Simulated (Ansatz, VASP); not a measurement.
**Pd: VASP beside Ansatz**

```xyz
1
Lattice="0.0000 1.9449 1.9060 1.9449 0.0000 1.9060 1.9449 1.9449 0.0000" Properties=species:S:1:pos:R:3 pbc="T T T"
Pd    0.0000    0.0000    0.0000
```

Change from the starting cell: zz strain of -2 %.

Alike in both runs: task single point; functional PBE; k mesh 18 × 18 × 18; occupations fermi-dirac, width 0.05 eV; no spin polarisation.

|  | VASP | Ansatz |
| --- | --- | --- |
| version | VASP 6.6.1 | Ansatz 0.2.0 |
| potentials or method | VASP PAW PBE potentials, release 64 (Pd), cutoff 520 eV | all-electron LAPW, scalar-relativistic |

VASP gave:

* pressure (GPa): 11.7
* traceless stress, the component that is largest in VASP (GPa): 0.81

Task: Estimate Ansatz's values.

Result: Pressure (GPa): 12.0; traceless stress, the component that is largest in VASP (GPa): 0.82.

Ansatz ran all-electron here, and VASP with PAW potentials.
